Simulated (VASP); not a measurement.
Input of a VASP 6.6.1 run:

Contents of INCAR:

```
PREC     = Accurate       # precision mode
ENCUT    = 520            # plane-wave cutoff, eV
EDIFF    = 1E-6           # SCF threshold, eV
ISMEAR   = 0              # smearing method
SIGMA    = 0.1            # smearing width, eV
LREAL    = False          # projectors in reciprocal space
LASPH    = True           # aspherical terms in the spheres
NELM     = 100            # most SCF steps
ALGO     = Fast           # electronic algorithm
ISIF     = 2              # what is computed and relaxed
LWAVE    = False          # write WAVECAR
LCHARG   = False          # write CHGCAR
GGA      = PS             # functional
NBANDS   = 14             # bands
```

KPOINTS

```
Automatic mesh
0
Gamma
  18 18 18
```

Contents of POSCAR:

```
AlNi
1.0
    2.7728467920      0.0000000000      0.0000000000
    0.0000000000      2.7728467920      0.0000000000
    0.0000000000      0.0000000000      2.9977549865
Al Ni
1 1
Direct
    0.0000000000      0.0000000000      0.0000000000
    0.5000000000      0.5000000000      0.5000000000
```

Potentials or basis: VASP PAW PBE potentials, release 64 (Al, Ni).

Launch:

```bash
$ cat potpaw_PBE.64/Al/POTCAR potpaw_PBE.64/Ni/POTCAR > POTCAR
$ mpirun -np 1 vasp_std > vasp.out
```

(1) Predict the pressure.

Answers

(1) 3.2 GPa.

Caveat: the cell differs from its parent crystal (biaxial strain in the a-b plane: -3.0 %, then relaxed in part); the PAW data sets were made with another functional, which shifts forces and pressure a little.
